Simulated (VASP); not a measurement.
# In (Fd-3m) in VASP: single point with LDA

Aim: the single point of In with LDA.

All numbers are computed with VASP 6.6.1; they aren't measurements. Logs are shortened: lines on timing, memory, paths and dates and some standing lists are left out, and cuts for length are marked.

### 1 The cell of the first run

It takes space group Fd-3m (No. 227, cubic). The conventional cell has a = 6.468 Å, b = 6.468 Å, c = 6.468 Å, α = 90.00°, β = 90.00°, γ = 90.00°. In (site symmetry -43m) has 4 In at 2.80 Å within 3.7 Å.

### 2 Single point, LDA

INCAR reads:

```
SYSTEM = In
ALGO = Normal ; EDIFF = 1E-7
ENCUT = 520 ; GGA = CA
ISIF = 2 ; ISMEAR = -1
LASPH = .TRUE. ; LCHARG = .FALSE.
LREAL = .FALSE. ; LWAVE = .FALSE.
NBANDS = 20 ; NELM = 100
PREC = Accurate ; SIGMA = 0.13605693000000002
```

KPOINTS reads:

```
k-points
0
G
  8 8 8
  0 0 0
```

POSCAR reads:

```
In
1.0
    0.0000000000      3.2342034243      3.2342034243
    3.2342034243      0.0000000000      3.2342034243
    3.2342034243      3.2342034243      0.0000000000
In
2
Direct
    0.0000000000      0.0000000000      0.0000000000
    0.2500000000      0.2500000000      0.2500000000
```

Potentials or basis: VASP PAW LDA potentials, release 64 (In_d).

The run is started by

```console
$ cat potpaw_LDA.64/In_d/POTCAR > POTCAR
$ mpirun -np 1 vasp_std > vasp.out
```

OUTCAR:

```text
SYSTEM = In
   EDIFF = 1E-7
   ENCUT = 520
   GGA = CA
   ISIF = 2
   ISMEAR = -1
   LASPH = .TRUE.
   LREAL = .FALSE.
   NELM = 100
   PREC = Accurate

 ion  position               nearest neighbor table
   1  0.000  0.000  0.000-   2 2.80   2 2.80   2 2.80   2 2.80
   2  0.250  0.250  0.250-   1 2.80   1 2.80   1 2.80   1 2.80

  LATTYP: Found a face centered cubic cell.
 ALAT       =     6.4684068486

  Lattice vectors:

 A1 = (   0.0000000000,   3.2342034243,   3.2342034243)
 A2 = (   3.2342034243,   0.0000000000,   3.2342034243)
 A3 = (   3.2342034243,   3.2342034243,   0.0000000000)

Analysis of symmetry for initial positions (statically):
=====================================================================
 Subroutine PRICEL returns:
 Original cell was already a primitive cell.

 Routine SETGRP: Setting up the symmetry group for a
 face centered cubic supercell.

 Subroutine GETGRP returns: Found 48 space group operations
 (whereof 24 operations were pure point group operations)
 out of a pool of 48 trial point group operations.

The static configuration has the point symmetry T_d .
 The point group associated with its full space group is O_h .

Analysis of symmetry for dynamics (positions and initial velocities):
=====================================================================
 Subroutine PRICEL returns:
 Original cell was already a primitive cell.

 Routine SETGRP: Setting up the symmetry group for a
 face centered cubic supercell.

 Subroutine GETGRP returns: Found 48 space group operations
 (whereof 24 operations were pure point group operations)
 out of a pool of 48 trial point group operations.

The dynamic configuration has the point symmetry T_d .
 The point group associated with its full space group is O_h .

 Subroutine INISYM returns: Found 48 space group operations
 (whereof 24 operations are pure point group operations),
 and found     1 'primitive' translations

----------------------------------------------------------------------------------------

                                     Primitive cell

  volume of cell :      67.6600

  direct lattice vectors                    reciprocal lattice vectors
     0.000000000  3.234203424  3.234203424    -0.154597573  0.154597573  0.154597573
     3.234203424  0.000000000  3.234203424     0.154597573 -0.154597573  0.154597573
     3.234203424  3.234203424  0.000000000     0.154597573  0.154597573 -0.154597573

  length of vectors
     4.573854346  4.573854346  4.573854346     0.267770851  0.267770851  0.267770851

  position of ions in fractional coordinates (direct lattice)
     0.000000000  0.000000000  0.000000000
     0.250000000  0.250000000  0.250000000

  ion indices of the primitive-cell ions
   primitive index   ion index
                 1           1
                 2           2

----------------------------------------------------------------------------------------

 KPOINTS: k-points

Automatic generation of k-mesh.
 Grid dimensions read from file:
 generate k-points for:    8    8    8

 Generating k-lattice:

  Cartesian coordinates                     Fractional coordinates (reciprocal lattice)
    -0.019324697  0.019324697  0.019324697     0.125000000  0.000000000  0.000000000
     0.019324697 -0.019324697  0.019324697     0.000000000  0.125000000  0.000000000
     0.019324697  0.019324697 -0.019324697     0.000000000  0.000000000  0.125000000

  Length of vectors
     0.033471356  0.033471356  0.033471356

  Shift w.r.t. Gamma in fractional coordinates (k-lattice)
     0.000000000  0.000000000  0.000000000

 Subroutine IBZKPT returns following result:
 ===========================================

 Found     29 irreducible k-points:

 Following reciprocal coordinates:
            Coordinates               Weight
  0.000000  0.000000  0.000000      1.000000
  0.125000  0.000000  0.000000      8.000000
  0.250000  0.000000  0.000000      8.000000
  0.375000  0.000000  0.000000      8.000000
  0.500000  0.000000  0.000000      4.000000
  0.125000  0.125000  0.000000      6.000000
[... 16 lines left out ...]
  0.500000  0.250000  0.125000     48.000000
 -0.375000  0.250000  0.125000     24.000000
 [... further k-points ...]
   k-points           NKPTS =     29   k-points in BZ     NKDIM =     29   number of bands    NBANDS=     20
   number of dos      NEDOS =    301   number of ions     NIONS =      2
   total plane-waves  NPLWV =  46656
   dimension x,y,z NGX =    36 NGY =   36 NGZ =   36
   dimension x,y,z NGXF=    72 NGYF=   72 NGZF=   72
   ions per type =               2
   NGX,Y,Z   is equivalent  to a cutoff of  13.08, 13.08, 13.08 a.u.
   NGXF,Y,Z  is equivalent  to a cutoff of  26.17, 26.17, 26.17 a.u.
 SYSTEM =  In
   PREC   = accura    normal or accurate (medium, high low for compatibility)
   ISTART =      0    job   : 0-new  1-cont  2-samecut
   ICHARG =      2    charge: 1-file 2-atom 10-const
   ISPIN  =      1    spin polarized calculation?
   LNONCOLLINEAR =      F non collinear calculations
   LSORBIT =      F    spin-orbit coupling
   LASPH  =      T    aspherical Exc in radial PAW
   ENCUT  =  520.0 eV  38.22 Ry    6.18 a.u.   8.50  8.50  8.50*2*pi/ulx,y,z
   NELM   =    100;   NELMIN=  2; NELMDL= -5     # of ELM steps
   EDIFF  = 0.1E-06   stopping-criterion for ELM
   LREAL  =      F    real-space projection
   EDIFFG = 0.1E-05   stopping-criterion for IOM
   NSW    =      0    number of steps for IOM
   IBRION =     -1    ionic relax: 0-MD 1-quasi-New 2-CG
   NFREE  =      0    steps in history (QN), initial steepest desc. (CG)
   ISIF   =      2    stress and relaxation
   ISYM   =      2    0-nonsym 1-usesym 2-fastsym
   POTIM  = 0.5000    time-step for ionic-motion
   TEBEG  =    0.0;   TEEND  =   0.0 temperature during run
   PSTRESS=    0.0 pullay stress
   NELECT =      26.0000    total number of electrons
   NUPDOWN=      -1.0000    fix difference up-down
   EMIN   =  10.00;   EMAX   =-10.00  energy-range for DOS
   EFERMI =   0.00;   METHOD = LEGACY
   ISMEAR =    -1;   SIGMA  =   0.14  broadening in eV -4-tet -1-fermi 0-gaus
   EFERMI_NEDOS =   21; number of points for ismear=-14 and -15
   IALGO  =     38    algorithm
   IMIX   =      4    mixing-type and parameters
     AMIX     =   0.40;   BMIX     =  1.00
     AMIX_MAG =   1.60;   BMIX_MAG =  1.00
  volume/ion in A,a.u.               =      33.83       228.30
  Fermi-wavevector in a.u.,A,eV,Ry     =   1.190205  2.249162 19.273865  1.416589
  Thomas-Fermi vector in A             =   2.326295
   LORBIT       =      0    0 simple, 1 ext, 2 COOP (PROOUT), +10 PAW based schemes
   GGA     = CA    functional components
   LHFCALC =     F    Hartree Fock is set to
   AEXX    =    0.0000 exact exchange contribution
   IVDW    =     0    specifies the selected vdW correction
   LEPSILON=     F    determine dielectric tensor
   LRPA    =     F    only Hartree local field effects (RPA)
 non-spin polarized calculation
  energy-cutoff  :      520.00
  volume of cell :       67.66
 maximum number of plane-waves:      1841
 NGX is ok and might be reduce to    36
   NGX = 17   NGY = 17   NGZ = 17

 number of electron      25.9999987 magnetization

 Free energy of the ion-electron system (eV)
  ---------------------------------------------------
  ext. energy  EPLUGINS =         0.00000000
  ---------------------------------------------------
  free energy    TOTEN  =        -5.72328555 eV

  energy without entropy =       -5.63223261  energy(sigma->0) =       -5.67775908

 E-fermi :   4.2103     XC(G=0):  -9.0805

 val. band max:        4.1505934574   @ k =  -0.3750   0.3750   0.0000
 cond. band min:       4.2430598587   @ k =   0.5000   0.1250   0.0000
 fundamental gap:      0.0924664013
 Fermi energy:         4.2103072042

 k-point     1 :       0.0000    0.0000    0.0000
  band No.  band energies     occupation
      1     -10.4312      2.00000
      2     -10.4312      2.00000
      3     -10.4312      2.00000
      4     -10.3528      2.00000
      5     -10.3528      2.00000
      6      -9.8378      2.00000
[... 12 lines left out ...]
     19      10.5192      0.00000
     20      13.6305      0.00000

 k-point     2 :       0.1250    0.0000    0.0000
  band No.  band energies     occupation
      1     -10.4521      2.00000
      2     -10.4521      2.00000
      3     -10.4266      2.00000
      4     -10.3227      2.00000
      5     -10.3227      2.00000
      6      -9.8574      2.00000
[... 12 lines left out ...]
     19      11.4434      0.00000
     20      12.8142      0.00000

 k-point     3 :       0.2500    0.0000    0.0000
  band No.  band energies     occupation
      1     -10.4755      2.00000
      2     -10.4755      2.00000
      3     -10.4153      2.00000
      4     -10.2802      2.00000
      5     -10.2802      2.00000
      6      -9.8842      2.00000
[... 12 lines left out ...]
     19      11.6385      0.00000
     20      12.6822      0.00000

 k-point     4 :       0.3750    0.0000    0.0000
  band No.  band energies     occupation
      1     -10.4851      2.00000
      2     -10.4851      2.00000
      3     -10.4040      2.00000
      4     -10.2571      2.00000
      5     -10.2571      2.00000
      6      -9.8951      2.00000
[... 12 lines left out ...]
     19      13.0364      0.00000
     20      13.6568      0.00000

 k-point     5 :       0.5000    0.0000    0.0000
  band No.  band energies     occupation
      1     -10.4866      2.00000
      2     -10.4866      2.00000
      3     -10.3993      2.00000
      4     -10.2520      2.00000
      5     -10.2520      2.00000
      6      -9.9030      2.00000
[... 12 lines left out ...]
     19      14.6730      0.00000
     20      14.7410      0.00000
[... 353 lines left out ...]
      6     -10.0554      2.00000
[... 12 lines left out ...]
     19      15.9319      0.00000
     20      15.9321      0.00000

 k-point    22 :       0.3750    0.2500    0.1250
  band No.  band energies     occupation
      1     -10.5022      2.00000
      2     -10.4911      2.00000
      3     -10.3996      2.00000
      4     -10.2618      2.00000
      5     -10.1880      2.00000
      6     -10.0294      2.00000
[... 12 lines left out ...]
     19      12.8053      0.00000
     20      13.8010      0.00000

 k-point    23 :       0.5000    0.2500    0.1250
  band No.  band energies     occupation
      1     -10.5273      2.00000
      2     -10.5082      2.00000
      3     -10.3506      2.00000
      4     -10.2260      2.00000
      5     -10.1573      2.00000
      6     -10.0490      2.00000
[... 12 lines left out ...]
     19      13.5928      0.00000
     20      13.8736      0.00000

 k-point    24 :      -0.3750    0.2500    0.1250
  band No.  band energies     occupation
      1     -10.5396      2.00000
      2     -10.5108      2.00000
      3     -10.3287      2.00000
      4     -10.1998      2.00000
      5     -10.1621      2.00000
      6     -10.0370      2.00000
[... 12 lines left out ...]
     19      12.5519      0.00000
     20      14.0669      0.00000

 [... further k-points ...]
[... 5 lines left out ...]
  --------------------------------------------------------------------------------------
  -------------------------------------------------------------------------------------
  Total        0.0040076      0.0040076      0.0040076      0.0000000      0.0000000      0.0000000
  in kB        0.0948989      0.0948989      0.0948989      0.0000000      0.0000000      0.0000000
  external PRESSURE =       0.0948989 kB  Pullay stress =       0.0000000 kB

 VOLUME and BASIS-vectors are now :
 -----------------------------------------------------------------------------
  energy-cutoff  :      520.00
  volume of cell :       67.66
      direct lattice vectors                 reciprocal lattice vectors
     0.000000000  3.234203424  3.234203424    -0.154597573  0.154597573  0.154597573
     3.234203424  0.000000000  3.234203424     0.154597573 -0.154597573  0.154597573
     3.234203424  3.234203424  0.000000000     0.154597573  0.154597573 -0.154597573

 POSITION                                       TOTAL-FORCE (eV/Angst)
 -----------------------------------------------------------------------------------
      0.00000      0.00000      0.00000        -0.000000      0.000000     -0.000000
      1.61710      1.61710      1.61710         0.000000     -0.000000      0.000000
 -----------------------------------------------------------------------------------
    total drift:                                0.000000      0.000000      0.000000

  FREE ENERGIE OF THE ION-ELECTRON SYSTEM (eV)
  ---------------------------------------------------
  free  energy   TOTEN  =        -5.7232855466 eV

  energy  without entropy=       -5.6322326088  energy(sigma->0) =       -5.67775908
```

Wall time 23 s (1 thread of Intel Xeon Platinum 8375C at 2.90GHz (Ice Lake), shared host); peak memory 0.18 GiB.

Results:

```yaml
Free_energy: -5.7233 eV
Pressure: 0.0 GPa
Band_gap_on_the_k_mesh: zero (band 13 reaches 6.79 eV, above the bottom of band 14 at 2.96 eV)
```

Caveat: spin-orbit coupling is left out, which moves the levels of the heavy elements.
